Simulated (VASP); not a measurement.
Wanted: the native input for a VASP 6.6.1 run.

* Task: single point
* Functional: PBE
* Potentials or basis: VASP PAW PBE potentials, release 64 (Si, C)
* Cutoff: 520 eV
* k mesh: 6 × 6 × 6
* Occupations: gaussian, width 0.01 eV
* Spin: no spin polarisation
* Dipole correction: no
* Further INCAR settings: ALGO = Normal; EDIFF = 1e-06; NBANDS = 11

The structure of SiC lies in POSCAR:

```
SiC
1.0
    0.0000000000      2.1780523510      2.2433939216
    2.1780523510      0.0000000000      2.2433939216
    2.1780523510      2.1780523510      0.0000000000
Si C
1 1
Direct
    0.0000000000      0.0000000000      0.0000000000
    0.2500000000      0.2500000000      0.2500000000
```

This cell differs from its parent crystal: uniaxial z strain +3.0%.

These files were run (other wordings do the same):

INCAR

```
SYSTEM = SiC
PREC = Accurate
ENCUT = 520
EDIFF = 1E-6
ISMEAR = 0
SIGMA = 0.01
LREAL = .False.
LASPH = .True.
NELM = 80
ALGO = Normal
ISIF = 2
LWAVE = .False.
LCHARG = .True.
GGA = PE
LELF = .True.
LVHAR = .True.
NBANDS = 11
```

KPOINTS

```
regular mesh
0
Gamma
  6 6 6
  0 0 0
```

Potentials or basis: VASP PAW PBE potentials, release 64 (Si, C).

Command:

```bash
$ cat potpaw_PBE.64/Si/POTCAR potpaw_PBE.64/C/POTCAR > POTCAR
$ mpirun -np 1 vasp_std > vasp.out
```

It gave:

- Pressure: -2.8 GPa
- Band gap on the k mesh: 1.22 eV, indirect (least direct gap 4.48 eV)

Caveat: the cell differs from its parent crystal (uniaxial z strain +3.0%).

It took 2.7 s on 1 thread of Intel Xeon 6975P-C, with other jobs on the host, peak memory 0.13 GiB.
